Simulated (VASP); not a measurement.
# InPd (Pm-3m) in VASP: single point with PBEsol

Aim: the single point of InPd with PBEsol.

Everything below comes from runs of VASP 6.6.1. Logs are shortened: lines on timing, memory, paths and dates and some standing lists are left out, and cuts for length are marked.

## 1. The cell of the first run

Symmetry: Pm-3m, No. 221, cubic system. The conventional cell has a = 3.272 Å, b = 3.272 Å, c = 3.272 Å, α = 90.00°, β = 90.00°, γ = 90.00°. Within 3.7 Å of In (site symmetry m-3m) lie 8 Pd at 2.83 Å and 6 In at 3.27 Å. Within 3.7 Å of Pd (site symmetry m-3m) lie 8 In at 2.83 Å and 6 Pd at 3.27 Å.

## 2. Single point, PBEsol

Input file INCAR:

```
SYSTEM = InPd
  ALGO = Normal
  EDIFF = 1E-7
  ENCUT = 520
  GGA = PS
  ISIF = 2
  ISMEAR = 0
  LASPH = .TRUE.
  LCHARG = .TRUE.
  LELF = .TRUE.
  LREAL = .FALSE.
  LVHAR = .TRUE.
  LWAVE = .FALSE.
  NBANDS = 18
  NELM = 80
  PREC = Accurate
  SIGMA = 0.15
```

Input file KPOINTS:

```
k-points
0
G
  16 16 16
  0 0 0
```

Input file POSCAR:

```
InPd
1.0
    3.2718847800      0.0000000000      0.0000000000
    0.0000000000      3.2718847800      0.0000000000
    0.0000000000      0.0000000000      3.2718847800
In Pd
1 1
Direct
    0.0000000000      0.0000000000      0.0000000000
    0.5000000000      0.5000000000      0.5000000000
```

Potentials or basis: VASP PAW PBE potentials, release 64 (In_d, Pd).

Started as:

```console
$ cat potpaw_PBE.64/In_d/POTCAR potpaw_PBE.64/Pd/POTCAR > POTCAR
$ mpirun -np 1 vasp_std > vasp.out
```

OUTCAR:

```text
SYSTEM = InPd
   EDIFF = 1E-7
   ENCUT = 520
   GGA = PS
   ISIF = 2
   ISMEAR = 0
   LASPH = .TRUE.
   LREAL = .FALSE.
   NELM = 80
   PREC = Accurate

 ion  position               nearest neighbor table
   1  0.000  0.000  0.000-   2 2.83   2 2.83   2 2.83   2 2.83   2 2.83   2 2.83   2 2.83   2 2.83

   2  0.500  0.500  0.500-   1 2.83   1 2.83   1 2.83   1 2.83   1 2.83   1 2.83   1 2.83   1 2.83

  LATTYP: Found a simple cubic cell.
 ALAT       =     3.2718847800

  Lattice vectors:

 A1 = (   3.2718847800,   0.0000000000,   0.0000000000)
 A2 = (   0.0000000000,   3.2718847800,   0.0000000000)
 A3 = (   0.0000000000,   0.0000000000,   3.2718847800)

Analysis of symmetry for initial positions (statically):
=====================================================================
 Subroutine PRICEL returns:
 Original cell was already a primitive cell.

 Routine SETGRP: Setting up the symmetry group for a
 simple cubic supercell.

 Subroutine GETGRP returns: Found 48 space group operations
 (whereof 48 operations were pure point group operations)
 out of a pool of 48 trial point group operations.

The static configuration has the point symmetry O_h .

Analysis of symmetry for dynamics (positions and initial velocities):
=====================================================================
 Subroutine PRICEL returns:
 Original cell was already a primitive cell.

 Routine SETGRP: Setting up the symmetry group for a
 simple cubic supercell.

 Subroutine GETGRP returns: Found 48 space group operations
 (whereof 48 operations were pure point group operations)
 out of a pool of 48 trial point group operations.

The dynamic configuration has the point symmetry O_h .

 Subroutine INISYM returns: Found 48 space group operations
 (whereof 48 operations are pure point group operations),
 and found     1 'primitive' translations

----------------------------------------------------------------------------------------

                                     Primitive cell

  volume of cell :      35.0263

  direct lattice vectors                    reciprocal lattice vectors
     3.271884780  0.000000000  0.000000000     0.305634234  0.000000000  0.000000000
     0.000000000  3.271884780  0.000000000     0.000000000  0.305634234  0.000000000
     0.000000000  0.000000000  3.271884780     0.000000000  0.000000000  0.305634234

  length of vectors
     3.271884780  3.271884780  3.271884780     0.305634234  0.305634234  0.305634234

  position of ions in fractional coordinates (direct lattice)
     0.000000000  0.000000000  0.000000000
     0.500000000  0.500000000  0.500000000

  ion indices of the primitive-cell ions
   primitive index   ion index
                 1           1
                 2           2

----------------------------------------------------------------------------------------

 KPOINTS: k-points

Automatic generation of k-mesh.
 Grid dimensions read from file:
 generate k-points for:   16   16   16

 Generating k-lattice:

  Cartesian coordinates                     Fractional coordinates (reciprocal lattice)
     0.019102140  0.000000000  0.000000000     0.062500000  0.000000000  0.000000000
     0.000000000  0.019102140  0.000000000     0.000000000  0.062500000  0.000000000
     0.000000000  0.000000000  0.019102140     0.000000000  0.000000000  0.062500000

  Length of vectors
     0.019102140  0.019102140  0.019102140

  Shift w.r.t. Gamma in fractional coordinates (k-lattice)
     0.000000000  0.000000000  0.000000000

 Subroutine IBZKPT returns following result:
 ===========================================

 Found    165 irreducible k-points:

 Following reciprocal coordinates:
            Coordinates               Weight
  0.000000  0.000000  0.000000      1.000000
  0.062500  0.000000  0.000000      6.000000
  0.125000  0.000000  0.000000      6.000000
  0.187500  0.000000  0.000000      6.000000
  0.250000  0.000000  0.000000      6.000000
  0.312500  0.000000  0.000000      6.000000
[... 16 lines left out ...]
  0.437500  0.125000  0.000000     24.000000
  0.500000  0.125000  0.000000     12.000000
 [... further k-points ...]
   k-points           NKPTS =    165   k-points in BZ     NKDIM =    165   number of bands    NBANDS=     18
   number of dos      NEDOS =    301   number of ions     NIONS =      2
   total plane-waves  NPLWV =  13824
   dimension x,y,z NGX =    24 NGY =   24 NGZ =   24
   dimension x,y,z NGXF=    48 NGYF=   48 NGZF=   48
   ions per type =               1   1
   NGX,Y,Z   is equivalent  to a cutoff of  12.19, 12.19, 12.19 a.u.
   NGXF,Y,Z  is equivalent  to a cutoff of  24.39, 24.39, 24.39 a.u.
 SYSTEM =  InPd
   PREC   = accura    normal or accurate (medium, high low for compatibility)
   ISTART =      0    job   : 0-new  1-cont  2-samecut
   ICHARG =      2    charge: 1-file 2-atom 10-const
   ISPIN  =      1    spin polarized calculation?
   LNONCOLLINEAR =      F non collinear calculations
   LSORBIT =      F    spin-orbit coupling
   LASPH  =      T    aspherical Exc in radial PAW
   ENCUT  =  520.0 eV  38.22 Ry    6.18 a.u.   6.08  6.08  6.08*2*pi/ulx,y,z
   NELM   =     80;   NELMIN=  2; NELMDL= -5     # of ELM steps
   EDIFF  = 0.1E-06   stopping-criterion for ELM
   LREAL  =      F    real-space projection
   EDIFFG = 0.1E-05   stopping-criterion for IOM
   NSW    =      0    number of steps for IOM
   IBRION =     -1    ionic relax: 0-MD 1-quasi-New 2-CG
   NFREE  =      0    steps in history (QN), initial steepest desc. (CG)
   ISIF   =      2    stress and relaxation
   ISYM   =      2    0-nonsym 1-usesym 2-fastsym
   POTIM  = 0.5000    time-step for ionic-motion
   TEBEG  =    0.0;   TEEND  =   0.0 temperature during run
   PSTRESS=    0.0 pullay stress
   NELECT =      23.0000    total number of electrons
   NUPDOWN=      -1.0000    fix difference up-down
   EMIN   =  10.00;   EMAX   =-10.00  energy-range for DOS
   EFERMI =   0.00;   METHOD = LEGACY
   ISMEAR =     0;   SIGMA  =   0.15  broadening in eV -4-tet -1-fermi 0-gaus
   EFERMI_NEDOS =   21; number of points for ismear=-14 and -15
   IALGO  =     38    algorithm
   IMIX   =      4    mixing-type and parameters
     AMIX     =   0.40;   BMIX     =  1.00
     AMIX_MAG =   1.60;   BMIX_MAG =  1.00
  volume/ion in A,a.u.               =      17.51       118.18
  Fermi-wavevector in a.u.,A,eV,Ry     =   1.422938  2.688964 27.548447  2.024754
  Thomas-Fermi vector in A             =   2.543589
   LORBIT       =      0    0 simple, 1 ext, 2 COOP (PROOUT), +10 PAW based schemes
   GGA     = PS    functional components
   LHFCALC =     F    Hartree Fock is set to
   AEXX    =    0.0000 exact exchange contribution
   IVDW    =     0    specifies the selected vdW correction
   LEPSILON=     F    determine dielectric tensor
   LRPA    =     F    only Hartree local field effects (RPA)
 non-spin polarized calculation
 Gauss-broadening in eV      SIGMA  =   0.15
  energy-cutoff  :      520.00
  volume of cell :       35.03
 maximum number of plane-waves:       968
   NGX = 13   NGY = 13   NGZ = 13

 number of electron      22.9999997 magnetization

 Free energy of the ion-electron system (eV)
  ---------------------------------------------------
  ext. energy  EPLUGINS =         0.00000000
  ---------------------------------------------------
  free energy    TOTEN  =        -9.99983140 eV

  energy without entropy =       -9.99199457  energy(sigma->0) =       -9.99591298

 E-fermi :  10.3400     XC(G=0): -12.4033

 val. band max:       10.3374189271   @ k =   0.3750   0.3125   0.1250
 cond. band min:      10.3818903915   @ k =   0.5000   0.4375   0.4375
 fundamental gap:      0.0444714644
 Fermi energy:        10.3399777224

 k-point     1 :       0.0000    0.0000    0.0000
  band No.  band energies     occupation
      1      -4.5474      2.00000
      2      -4.5474      2.00000
      3      -4.1338      2.00000
      4      -4.1338      2.00000
      5      -4.1338      2.00000
      6       0.2057      2.00000
[... 10 lines left out ...]
     17      20.9051      0.00000
     18      26.3131      0.00000

 k-point     2 :       0.0625    0.0000    0.0000
  band No.  band energies     occupation
      1      -4.5451      2.00000
      2      -4.5338      2.00000
      3      -4.1379      2.00000
      4      -4.1379      2.00000
      5      -4.1325      2.00000
      6       0.2678      2.00000
[... 10 lines left out ...]
     17      21.2354      0.00000
     18      26.2120      0.00000

 k-point     3 :       0.1250    0.0000    0.0000
  band No.  band energies     occupation
      1      -4.5387      2.00000
      2      -4.4951      2.00000
      3      -4.1497      2.00000
      4      -4.1497      2.00000
      5      -4.1290      2.00000
      6       0.4539      2.00000
[... 10 lines left out ...]
     17      22.3718      0.00000
     18      25.7868      0.00000

 k-point     4 :       0.1875    0.0000    0.0000
  band No.  band energies     occupation
      1      -4.5290      2.00000
      2      -4.4375      2.00000
      3      -4.1673      2.00000
      4      -4.1673      2.00000
      5      -4.1237      2.00000
      6       0.7631      2.00000
[... 375 lines left out ...]
      4      -4.2200      2.00000
      5      -4.1299      2.00000
      6       2.5852      2.00000
[... 10 lines left out ...]
     17      22.7385      0.00000
     18      23.0842      0.00000

 k-point    23 :       0.4375    0.1250    0.0000
  band No.  band energies     occupation
      1      -4.4571      2.00000
      2      -4.2764      2.00000
      3      -4.2423      2.00000
      4      -4.1818      2.00000
      5      -4.1279      2.00000
      6       3.2685      2.00000
[... 10 lines left out ...]
     17      21.9657      0.00000
     18      22.8577      0.00000

 k-point    24 :       0.5000    0.1250    0.0000
  band No.  band energies     occupation
      1      -4.4550      2.00000
      2      -4.2812      2.00000
      3      -4.2465      2.00000
      4      -4.1685      2.00000
      5      -4.1272      2.00000
      6       3.7442      2.00000
[... 10 lines left out ...]
     17      21.3131      0.00000
     18      22.9184      0.00000

 [... further k-points ...]

------------------------ aborting loop because EDIFF is reached ----------------------------------------

  FORCE on cell =-STRESS in cart. coord.  units (eV):
  Direction    XX          YY          ZZ          XY          YZ          ZX
  --------------------------------------------------------------------------------------
  -------------------------------------------------------------------------------------
  Total       -0.6130424     -0.6130424     -0.6130424      0.0000000      0.0000000     -0.0000000
  in kB      -28.0418797    -28.0418797    -28.0418797      0.0000000      0.0000000     -0.0000000
  external PRESSURE =     -28.0418797 kB  Pullay stress =       0.0000000 kB

 VOLUME and BASIS-vectors are now :
 -----------------------------------------------------------------------------
  energy-cutoff  :      520.00
  volume of cell :       35.03
      direct lattice vectors                 reciprocal lattice vectors
     3.271884780  0.000000000  0.000000000     0.305634234  0.000000000  0.000000000
     0.000000000  3.271884780  0.000000000     0.000000000  0.305634234  0.000000000
     0.000000000  0.000000000  3.271884780     0.000000000  0.000000000  0.305634234

 POSITION                                       TOTAL-FORCE (eV/Angst)
 -----------------------------------------------------------------------------------
      0.00000      0.00000      0.00000         0.000000      0.000000      0.000000
      1.63594      1.63594      1.63594         0.000000      0.000000      0.000000
 -----------------------------------------------------------------------------------
    total drift:                                0.000000      0.000000     -0.000000

  FREE ENERGIE OF THE ION-ELECTRON SYSTEM (eV)
  ---------------------------------------------------
  free  energy   TOTEN  =        -9.9998314026 eV

  energy  without entropy=       -9.9919945661  energy(sigma->0) =       -9.99591298
```

Run time: 31 s. Hardware: 1 thread of Intel Xeon Platinum 8488C (Sapphire Rapids), shared host; peak memory 0.22 GiB.

What came out:

| Item | Value |
| --- | --- |
| Free energy | -9.9998 eV |
| Pressure | -2.8 GPa |

Caveat: the PAW data sets were made with another functional, which shifts forces and pressure a little; spin-orbit coupling is left out, which moves the levels of the heavy elements.
